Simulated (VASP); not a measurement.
A run of VASP 6.6.1 is set up as follows.

Contents of POSCAR:

```
KF
1.0
    0.0000000000      2.6718500000      2.6718500000
    2.6718500000      0.0000000000      2.6718500000
    2.6718500000      2.6718500000      0.0000000000
K F
1 1
Direct
    0.0000000000      0.0000000000      0.0000000000
    0.5000000000      0.5000000000      0.5000000000
```

Contents of INCAR.step1:

```
PREC = Accurate ; ENCUT = 520
EDIFF = 1E-5 ; ISMEAR = 0
SIGMA = 0.01 ; LREAL = F
LASPH = T ; NELM = 80
ALGO = Normal ; ISIF = 2
LWAVE = T ; LCHARG = F
GGA = PE ; NBANDS = 15
```

INCAR.step2

```
PREC = Accurate ; ENCUT = 520
EDIFF = 1E-6 ; ISMEAR = 0
SIGMA = 0.01 ; LREAL = F
LASPH = T ; NELM = 80
ALGO = Normal ; ISIF = 2
LWAVE = F ; LCHARG = F
GGA = PE ; LHFCALC = T
HFSCREEN = 0.2079 ; PRECFOCK = Normal
ISTART = 1 ; NBANDS = 15
```

Contents of KPOINTS:

```
regular mesh
0
Gamma
  6 6 6
```

Potentials or basis: VASP PAW PBE potentials, release 64 (K_sv, F).

The run is started by

```bash
$ cat potpaw_PBE.64/K_sv/POTCAR potpaw_PBE.64/F/POTCAR > POTCAR
$ cp INCAR.step1 INCAR
$ mpirun -np 1 vasp_std > vasp.out
$ cp INCAR.step2 INCAR
$ mpirun -np 1 vasp_std > vasp.out
```

(1) What does it give for the pressure?

(2) Estimate the band gap on the k mesh.

Answers

(1) 0.6 GPa.

(2) 8.16 eV.

Caveat: the PAW data sets were made with another functional, which shifts forces and pressure a little.
